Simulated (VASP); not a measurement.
InSe2:

```
In Se
1.0
     3.89489    0.00000    0.00000
     0.00000    3.89489    0.00000
     0.00000    0.00000    9.62623
In Se
2 4
Direct
  0.00000 0.50000 0.70647
  0.50000 0.00000 0.29353
  0.00000 0.50000 0.36621
  0.50000 0.00000 0.63379
  0.00000 0.00000 0.00000
  0.50000 0.50000 0.00000
```

Base run:

```yaml
Program: VASP 6.6.1
Functional: PBEsol
Potentials_or_basis: VASP PAW PBE potentials, release 64 (In_d, Se)
Cutoff: 520 eV
k_mesh: 10 × 10 × 4
Occupations: fermi-dirac, width 0.3 eV
Spin: no spin polarisation
```

Its results: band gap on the k mesh zero (band 25 reaches 5.61 eV, above the bottom of band 26 at 3.50 eV); pressure -2.7 GPa; largest force 0.100 eV/Å.

**Question.** After a change of settings the same cell gave: band gap on the k mesh zero (band 25 reaches 5.60 eV, above the bottom of band 26 at 3.50 eV); pressure -3.3 GPa; largest force 0.101 eV/Å. Which change was it?
A. occupations from fermi-dirac, width 0.3 eV to gaussian, width 0.1 eV
B. occupations from fermi-dirac, width 0.3 eV to fermi-dirac, width 0.5 eV
C. functional from PBEsol to PBE; occupations from fermi-dirac, width 0.3 eV to gaussian, width 0.1 eV

**Answer.** A.

Caveats: the PAW data sets were made with another functional, which shifts forces and pressure a little; spin-orbit coupling is left out, which moves the levels of the heavy elements.
